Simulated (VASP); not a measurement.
# ScAl3N4 (I4/mmm) in VASP: single point with PBE

Aim: the single point of ScAl3N4 with PBE.

The COD entry that gives the cell may itself be a prediction, so a difference from it is no test against experiment.

Everything below comes from runs of VASP 6.6.1. Logs are shortened: lines on timing, memory, paths and dates and some standing lists are left out, and cuts for length are marked.

## 1. The cell of the first run

The structure is tetragonal, space group I4/mmm (No. 139). Conventional cell: a = 4.254 Å, b = 4.254 Å, c = 8.258 Å, α = 90.00°, β = 90.00°, γ = 90.00°. Sc (site symmetry 4/mmm) has 6 N at 2.13 to 2.17 Å within 2.8 Å. Al (site symmetry 4/mmm) has 6 N at 1.96 to 2.13 Å within 2.6 Å. Within 2.7 Å of Al (site symmetry -4m2) lie 6 N at 2.06 to 2.13 Å. N (site symmetry 4mm) has 5 Al at 1.96 to 2.13 Å and 1 Sc at 2.17 Å within 2.6 Å. Within 2.7 Å of N (site symmetry mmm) lie 4 Al at 2.06 to 2.13 Å and 2 Sc at 2.13 Å.

## 2. Single point, PBE

Contents of INCAR:

```
SYSTEM = ScAl3N4
  PREC = Accurate
  ENCUT = 600
  EDIFF = 1E-6
  ISMEAR = 0
  SIGMA = 0.02
  LREAL = .FALSE.
  LASPH = .TRUE.
  NELM = 120
  ALGO = Normal
  ISIF = 2
  LWAVE = .FALSE.
  LCHARG = .FALSE.
  GGA = PE
  NBANDS = 30
  GGA_COMPAT = .FALSE.
```

Contents of KPOINTS:

```
Automatic mesh
0
G
  10 10 10
  0 0 0
```

Contents of POSCAR:

```
ScAl3N4
1.0
   -2.1267641106      2.1267641106      4.1290782511
    2.1267641106     -2.1267641106      4.1290782511
    2.1267641106      2.1267641106     -4.1290782511
Sc Al N
1 3 4
Direct
    0.0000000000      0.0000000000      0.0000000000
    0.5000000000      0.5000000000      0.0000000000
    0.7500000000      0.2500000000      0.5000000000
    0.2500000000      0.7500000000      0.5000000000
    0.7375500573      0.7375500573      0.0000000000
    0.2624499427      0.2624499427      0.0000000000
    0.5000000000      0.0000000000      0.5000000000
    0.0000000000      0.5000000000      0.5000000000
```

Potentials or basis: VASP PAW PBE potentials, release 64 (Sc_sv, Al, N).

The run is started by

```
$ cat potpaw_PBE.64/Sc_sv/POTCAR potpaw_PBE.64/Al/POTCAR potpaw_PBE.64/N/POTCAR > POTCAR
$ mpirun -np 1 vasp_std > vasp.out
```

OUTCAR:

```text
SYSTEM = ScAl3N4
   PREC = Accurate
   ENCUT = 600
   EDIFF = 1E-6
   ISMEAR = 0
   LREAL = .FALSE.
   LASPH = .TRUE.
   NELM = 120
   ISIF = 2
   GGA = PE

 ion  position               nearest neighbor table
   1  0.000  0.000  0.000-   7 2.13   8 2.13   8 2.13   7 2.13   5 2.17   6 2.17   3 2.96   4 2.96
                             3 2.96   4 2.96   3 2.96   3 2.96   4 2.96   4 2.96   2 3.01   2 3.01
   2  0.500  0.500  0.000-   5 1.96   6 1.96   7 2.13   8 2.13   7 2.13   8 2.13   3 2.96   4 2.96
                             3 2.96   4 2.96   4 2.96   4 2.96   3 2.96   3 2.96   1 3.01   1 3.01
   3  0.750  0.250  0.500-   7 2.06   8 2.06   6 2.13   5 2.13   6 2.13   5 2.13   1 2.96   1 2.96
                             1 2.96   2 2.96   2 2.96   2 2.96   2 2.96   1 2.96   4 3.01   4 3.01
   4  0.250  0.750  0.500-   7 2.06   8 2.06   6 2.13   5 2.13   6 2.13   5 2.13   1 2.96   1 2.96
                             1 2.96   2 2.96   2 2.96   1 2.96   2 2.96   2 2.96   3 3.01   3 3.01
   5  0.738  0.738  0.000-   2 1.96   3 2.13   4 2.13   3 2.13   4 2.13   1 2.17
   6  0.262  0.262  0.000-   2 1.96   3 2.13   4 2.13   4 2.13   3 2.13   1 2.17
   7  0.500  0.000  0.500-   3 2.06   4 2.06   1 2.13   2 2.13   2 2.13   1 2.13
   8  0.000  0.500  0.500-   3 2.06   4 2.06   1 2.13   2 2.13   1 2.13   2 2.13

  LATTYP: Found a body centered tetragonal cell.
 ALAT       =     4.2535282212
 C/A-ratio  =     1.9414838865

  Lattice vectors:

 A1 = (  -2.1267641106,   2.1267641106,   4.1290782511)
 A2 = (   2.1267641106,  -2.1267641106,   4.1290782511)
 A3 = (   2.1267641106,   2.1267641106,  -4.1290782511)

Analysis of symmetry for initial positions (statically):
=====================================================================
 Subroutine PRICEL returns:
 Original cell was already a primitive cell.

 Routine SETGRP: Setting up the symmetry group for a
 body centered tetragonal supercell.

 Subroutine GETGRP returns: Found 16 space group operations
 (whereof 16 operations were pure point group operations)
 out of a pool of 16 trial point group operations.

The static configuration has the point symmetry D_4h.

Analysis of symmetry for dynamics (positions and initial velocities):
=====================================================================
 Subroutine PRICEL returns:
 Original cell was already a primitive cell.

 Routine SETGRP: Setting up the symmetry group for a
 body centered tetragonal supercell.

 Subroutine GETGRP returns: Found 16 space group operations
 (whereof 16 operations were pure point group operations)
 out of a pool of 16 trial point group operations.

The dynamic configuration has the point symmetry D_4h.

 Subroutine INISYM returns: Found 16 space group operations
 (whereof 16 operations are pure point group operations),
 and found     1 'primitive' translations

----------------------------------------------------------------------------------------

                                     Primitive cell

  volume of cell :      74.7054

  direct lattice vectors                    reciprocal lattice vectors
    -2.126764111  2.126764111  4.129078251     0.000000000  0.235098946  0.121092401
     2.126764111 -2.126764111  4.129078251     0.235098946  0.000000000  0.121092401
     2.126764111  2.126764111 -4.129078251     0.235098946  0.235098946  0.000000000

  length of vectors
     5.108379231  5.108379231  5.108379231     0.264452045  0.264452045  0.332480117

  position of ions in fractional coordinates (direct lattice)
     0.000000000  0.000000000  0.000000000
     0.500000000  0.500000000  0.000000000
     0.750000000  0.250000000  0.500000000
     0.250000000  0.750000000  0.500000000
     0.737550057  0.737550057  0.000000000
     0.262449943  0.262449943  0.000000000
     0.500000000  0.000000000  0.500000000
     0.000000000  0.500000000  0.500000000

  ion indices of the primitive-cell ions
   primitive index   ion index
                 1           1
                 2           2
                 3           3
                 4           4
                 5           5
                 6           6
                 7           7
                 8           8

----------------------------------------------------------------------------------------

 KPOINTS: Automatic mesh

Automatic generation of k-mesh.
 Grid dimensions read from file:
 generate k-points for:   10   10   10

 Generating k-lattice:

  Cartesian coordinates                     Fractional coordinates (reciprocal lattice)
     0.000000000  0.023509895  0.012109240     0.100000000  0.000000000  0.000000000
     0.023509895  0.000000000  0.012109240     0.000000000  0.100000000  0.000000000
     0.023509895  0.023509895  0.000000000     0.000000000  0.000000000  0.100000000

  Length of vectors
     0.026445204  0.026445204  0.033248012

  Shift w.r.t. Gamma in fractional coordinates (k-lattice)
     0.000000000  0.000000000  0.000000000

 Subroutine IBZKPT returns following result:
 ===========================================

 Found    102 irreducible k-points:

 Following reciprocal coordinates:
            Coordinates               Weight
  0.000000  0.000000  0.000000      1.000000
  0.100000 -0.000000  0.000000      8.000000
  0.200000 -0.000000  0.000000      8.000000
  0.300000  0.000000  0.000000      8.000000
  0.400000  0.000000  0.000000      8.000000
  0.500000 -0.000000  0.000000      4.000000
[... 16 lines left out ...]
  0.300000  0.300000  0.000000      8.000000
  0.400000  0.300000  0.000000     16.000000
 [... further k-points ...]
   k-points           NKPTS =    102   k-points in BZ     NKDIM =    102   number of bands    NBANDS=     30
   number of dos      NEDOS =    301   number of ions     NIONS =      8
   total plane-waves  NPLWV =  74088
   dimension x,y,z NGX =    42 NGY =   42 NGZ =   42
   dimension x,y,z NGXF=    84 NGYF=   84 NGZF=   84
   ions per type =               1   3   4
   NGX,Y,Z   is equivalent  to a cutoff of  13.67, 13.67, 13.67 a.u.
   NGXF,Y,Z  is equivalent  to a cutoff of  27.34, 27.34, 27.34 a.u.
 SYSTEM =  ScAl3N4
   PREC   = accura    normal or accurate (medium, high low for compatibility)
   ISTART =      0    job   : 0-new  1-cont  2-samecut
   ICHARG =      2    charge: 1-file 2-atom 10-const
   ISPIN  =      1    spin polarized calculation?
   LNONCOLLINEAR =      F non collinear calculations
   LSORBIT =      F    spin-orbit coupling
   LASPH  =      T    aspherical Exc in radial PAW
   ENCUT  =  600.0 eV  44.10 Ry    6.64 a.u.  10.20 10.20 10.20*2*pi/ulx,y,z
   NELM   =    120;   NELMIN=  2; NELMDL= -5     # of ELM steps
   EDIFF  = 0.1E-05   stopping-criterion for ELM
   LREAL  =      F    real-space projection
   EDIFFG = 0.1E-04   stopping-criterion for IOM
   NSW    =      0    number of steps for IOM
   IBRION =     -1    ionic relax: 0-MD 1-quasi-New 2-CG
   NFREE  =      0    steps in history (QN), initial steepest desc. (CG)
   ISIF   =      2    stress and relaxation
   ISYM   =      2    0-nonsym 1-usesym 2-fastsym
   POTIM  = 0.5000    time-step for ionic-motion
   TEBEG  =    0.0;   TEEND  =   0.0 temperature during run
   PSTRESS=    0.0 pullay stress
   NELECT =      40.0000    total number of electrons
   NUPDOWN=      -1.0000    fix difference up-down
   EMIN   =  10.00;   EMAX   =-10.00  energy-range for DOS
   EFERMI =   0.00;   METHOD = LEGACY
   ISMEAR =     0;   SIGMA  =   0.02  broadening in eV -4-tet -1-fermi 0-gaus
   EFERMI_NEDOS =   21; number of points for ismear=-14 and -15
   IALGO  =     38    algorithm
   IMIX   =      4    mixing-type and parameters
     AMIX     =   0.40;   BMIX     =  1.00
     AMIX_MAG =   1.60;   BMIX_MAG =  1.00
  volume/ion in A,a.u.               =       9.34        63.02
  Fermi-wavevector in a.u.,A,eV,Ry     =   1.329365  2.512136 24.044370  1.767211
  Thomas-Fermi vector in A             =   2.458533
   LORBIT       =      0    0 simple, 1 ext, 2 COOP (PROOUT), +10 PAW based schemes
   GGA     = PE    functional components
   LHFCALC =     F    Hartree Fock is set to
   AEXX    =    0.0000 exact exchange contribution
   IVDW    =     0    specifies the selected vdW correction
   LEPSILON=     F    determine dielectric tensor
   LRPA    =     F    only Hartree local field effects (RPA)
 non-spin polarized calculation
 Gauss-broadening in eV      SIGMA  =   0.02
  energy-cutoff  :      600.00
  volume of cell :       74.71
 maximum number of plane-waves:      2520
 NGX is ok and might be reduce to    42
   NGX = 21   NGY = 21   NGZ = 21

 number of electron      39.9999999 magnetization

 Free energy of the ion-electron system (eV)
  ---------------------------------------------------
  ext. energy  EPLUGINS =         0.00000000
  ---------------------------------------------------
  free energy    TOTEN  =       -61.03373098 eV

  energy without entropy =      -61.03373098  energy(sigma->0) =      -61.03373098

 E-fermi :   8.6424     XC(G=0): -12.0344

 val. band max:        8.4881528468   @ k =   0.0000   0.0000   0.0000
 cond. band min:      10.4359597778   @ k =   0.0000   0.0000   0.0000
 fundamental gap:      1.9478069310
 Fermi energy:         8.6424083787

 k-point     1 :       0.0000    0.0000    0.0000
  band No.  band energies     occupation
      1     -39.2655      2.00000
      2     -18.1212      2.00000
      3     -18.0468      2.00000
      4     -18.0468      2.00000
      5      -8.0056      2.00000
      6      -4.9255      2.00000
[... 22 lines left out ...]
     29      16.4899      0.00000
     30      18.3912      0.00000

 k-point     2 :       0.1000   -0.0000    0.0000
  band No.  band energies     occupation
      1     -39.2653      2.00000
      2     -18.1217      2.00000
      3     -18.0547      2.00000
      4     -18.0465      2.00000
      5      -7.9236      2.00000
      6      -4.9321      2.00000
[... 718 lines left out ...]
 k-point    24 :       0.4000    0.3000    0.0000
  band No.  band energies     occupation
      1     -39.2633      2.00000
      2     -18.1251      2.00000
      3     -18.1154      2.00000
      4     -18.0954      2.00000
      5      -6.0177      2.00000
      6      -5.7653      2.00000
[... 22 lines left out ...]
     29      16.9144      0.00000
     30      16.9515      0.00000

 [... further k-points ...]

------------------------ aborting loop because EDIFF is reached ----------------------------------------

  FORCE on cell =-STRESS in cart. coord.  units (eV):
  Direction    XX          YY          ZZ          XY          YZ          ZX
  --------------------------------------------------------------------------------------
  -------------------------------------------------------------------------------------
  Total        0.1107404      0.1107404      0.0692097      0.0000000      0.0000000      0.0000000
  in kB        2.3750061      2.3750061      1.4843137      0.0000000      0.0000000      0.0000000
  external PRESSURE =       2.0781086 kB  Pullay stress =       0.0000000 kB

 VOLUME and BASIS-vectors are now :
 -----------------------------------------------------------------------------
  energy-cutoff  :      600.00
  volume of cell :       74.71
      direct lattice vectors                 reciprocal lattice vectors
    -2.126764111  2.126764111  4.129078251     0.000000000  0.235098946  0.121092401
     2.126764111 -2.126764111  4.129078251     0.235098946  0.000000000  0.121092401
     2.126764111  2.126764111 -4.129078251     0.235098946  0.235098946  0.000000000

 POSITION                                       TOTAL-FORCE (eV/Angst)
 -----------------------------------------------------------------------------------
      0.00000      0.00000      0.00000         0.000000      0.000000     -0.000000
      0.00000      0.00000      4.12908         0.000000      0.000000     -0.000000
      0.00000      2.12676      2.06454         0.000000      0.000000     -0.000000
      2.12676      0.00000      2.06454         0.000000      0.000000     -0.000000
      0.00000      0.00000      6.09080        -0.000000     -0.000000     -0.050579
      0.00000      0.00000      2.16735         0.000000      0.000000      0.050579
      0.00000      2.12676      0.00000         0.000000      0.000000     -0.000000
      2.12676      0.00000      0.00000         0.000000      0.000000     -0.000000
 -----------------------------------------------------------------------------------
    total drift:                               -0.000000     -0.000000      0.000000

  FREE ENERGIE OF THE ION-ELECTRON SYSTEM (eV)
  ---------------------------------------------------
  free  energy   TOTEN  =       -61.0337309797 eV

  energy  without entropy=      -61.0337309797  energy(sigma->0) =      -61.03373098
```

It took 5.1 min on 1 thread of AMD EPYC 9R45 (Zen 5), shared host; peak memory 0.4 GiB.

Results:

| Property | Result |
| --- | --- |
| Free energy | -61.0337 eV |
| Pressure | 0.2 GPa |
| Largest force | 0.051 eV/Å |
| Band gap on the k mesh | 1.95 eV, direct |

Forces in eV/Å, atoms in the order of the input:
```
Sc   0.000  0.000  0.000
Al   0.000  0.000  0.000
Al   0.000  0.000  0.000
Al   0.000  0.000  0.000
N    0.000  0.000 -0.051
N    0.000  0.000  0.051
N    0.000  0.000  0.000
N    0.000  0.000  0.000
```

Levels at points of the mesh, in eV from the valence-band top:
| k point | band 18 | band 19 | band 20 | band 21 | band 22 | band 23 |
| --- | --- | --- | --- | --- | --- | --- |
| (0.00, 0.00, 0.00) | -0.44 | 0.00 | 0.00 | 1.95 | 3.24 | 3.92 |
| (0.50, 0.00, 0.00) | -1.70 | -1.18 | -1.10 | 3.41 | 4.59 | 4.66 |
| (0.50, 0.50, 0.00) | -1.40 | -1.31 | -1.29 | 4.89 | 5.03 | 5.12 |
| (0.50, 0.50, 0.50) | -2.12 | -0.58 | -0.58 | 2.14 | 2.14 | 2.41 |

A k mesh can miss the band edges. PBE gaps usually lie below the measured ones, often by a third to a half.
